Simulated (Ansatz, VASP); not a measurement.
This is a calculation of Fe for VASP 6.6.1.

INCAR

```
AGGAC = 1.0
AGGAX = 1.0
ALDAC = 0.0
ALDAX = 1.0
ALGO = Normal
EDIFF = 1E-6
ENCUT = 690
GGA = B5
GGA_COMPAT = F
ISIF = 2
ISMEAR = -1
ISPIN = 2
IVDW = 13
LASPH = T
LCHARG = F
LMAXMIX = 4
LORBIT = 11
LREAL = F
LWAVE = F
MAGMOM = 3
NBANDS = 18
NELM = 200
PREC = Accurate
SIGMA = 0.05
VDW_A1 = 0.44488865
VDW_A2 = 4.0933009
VDW_S6 = 1.0
VDW_S8 = 2.34076671
```

The input KPOINTS:

```
k-points
0
Gamma
  13 13 13
```

The input POSCAR:

```
Fe
1.0
   -1.4619890197      1.4619890197      1.4619890197
    1.4619890197     -1.4619890197      1.4619890197
    1.4619890197      1.4619890197     -1.4619890197
Fe
1
Direct
    0.0000000000      0.0000000000      0.0000000000
```

Potentials or basis: VASP PAW PBE potentials, release 64 (Fe_sv).

The run is started by

```bash
$ cat potpaw_PBE.64/Fe_sv/POTCAR > POTCAR
$ mpirun -np 1 vasp_std > vasp.out
```

Task: Set up the same calculation for Ansatz 0.2.0. Potentials there: Ansatz PAW.

Result: As run (the cutoff follows the program's own potentials):

File input.yaml:

```yaml
crystal:
  lattice:
    - [-1.4619890197, 1.4619890197, 1.4619890197]
    - [1.4619890197, -1.4619890197, 1.4619890197]
    - [1.4619890197, 1.4619890197, -1.4619890197]
  atoms:
    - { symbol: Fe, position: [0.0, 0.0, 0.0], spin: 3.0 }
hamiltonian:
  xc: blyp
  pseudopotentials: { kind: paw }
  dispersion: d4
magnetization:
  spin_polarized: true
kpoints:
  mp_grid: { grid: [13, 13, 13] }
scf:
  occupations: { method: fermi_dirac, width: 0.05 }
output:
  forces: true
  stress: true
  eigenvalues: true
```

Potentials or basis: Ansatz PAW.

Command:

```console
$ ansatz run input.yaml --threads 2 --pin off --max-ram 5120MiB --backend cpu --events-out ev --progress --plain --runs-dir out
```

Both were run:

|  | VASP | Ansatz | Ansatz less VASP |
| --- | --- | --- | --- |
| gap on the k mesh at the Fermi level (eV) | none | none | - |
| pressure (GPa) | -15.8 | -14.9 | +0.99 |
| net moment per atom (μB) | 2.34 | 2.33 | -0.001 |
| size of the moment on the site where the two differ most (μB) | 2.33 | 2.39 | +0.053 |

VASP's potentials were made for PBE, not for BLYP. Site moments also hang on the region over which each program counts them. A gap of «none» marks a metal or a gap that the smearing closes.
